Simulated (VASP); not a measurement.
A run of VASP 6.6.1 is set up as follows.

Contents of INCAR:

```
PREC     = Accurate       # precision mode
ENCUT    = 600            # plane-wave cutoff, eV
EDIFF    = 1E-7           # SCF threshold, eV
ISMEAR   = 0              # smearing method
SIGMA    = 0.1            # smearing width, eV
LREAL    = Auto         
LASPH    = T              # aspherical terms in the spheres
NELM     = 100            # most SCF steps
ALGO     = Fast           # electronic algorithm
ISIF     = 3              # what is computed and relaxed
LWAVE    = F              # write WAVECAR
LCHARG   = F              # write CHGCAR
GGA      = PS             # functional
IBRION   = 2              # ionic algorithm
NSW      = 80             # ionic steps
EDIFFG   = -0.015         # ionic threshold
```

The input KPOINTS:

```
Automatic mesh
0
Gamma
  8 8 8
```

The input POSCAR:

```
AlCu3
1.0
   -3.6318703920      3.6318703920      3.6318703920
    3.6318703920     -3.6318703920      3.6318703920
    3.6318703920      3.6318703920     -3.6318703920
Al Cu
4 12
Direct
    0.5000000000      0.0000000000      0.5000000000
    0.0000000000      0.5000000000      0.5000000000
    0.0000000000      0.0000000000      0.0000000000
    0.5000000000      0.5000000000      0.0000000000
    0.7500000000      0.7500000000      0.5000000000
    0.2500000000      0.2500000000      0.5000000000
    0.2500000000      0.7500000000      0.0000000000
    0.7500000000      0.2500000000      0.0000000000
    0.7500000000      0.5000000000      0.7500000000
    0.2500000000      0.0000000000      0.7500000000
    0.2500000000      0.5000000000      0.2500000000
    0.7500000000      0.0000000000      0.2500000000
    0.5000000000      0.2500000000      0.2500000000
    0.0000000000      0.7500000000      0.2500000000
    0.0000000000      0.2500000000      0.7500000000
    0.5000000000      0.7500000000      0.7500000000
```

Potentials or basis: VASP PAW PBE potentials, release 64 (Al, Cu).

Command:

```console
$ cat potpaw_PBE.64/Al/POTCAR potpaw_PBE.64/Cu/POTCAR > POTCAR
$ mpirun -np 1 vasp_std > vasp.out
```

Question: Estimate the space group after relaxing (to 0.1 Å).

Answer: Pm-3m (No. 221).

Question: Predict the relaxed cell.

Answer: a = 6.298 Å, b = 6.298 Å, c = 6.298 Å, α = 109.47°, β = 109.47°, γ = 109.47°.

Question: Predict the relaxed volume.

Answer: 12.02 Å³/atom.

Question: Predict the band gap on the k mesh.

Answer: Zero (bands 72 and 73 overlap by 3.37 eV).

Step by step:
```csv
step,energy change (eV),largest force (eV/Å),pressure (GPa),volume (Å³)
1,0.0000,0.0000,0.57,191.62
2,-0.0007,0.0000,-0.37,192.81
3,-0.0013,0.0000,-0.02,192.35
```

Caveat: the PAW data sets were made with another functional, which shifts forces and pressure a little.
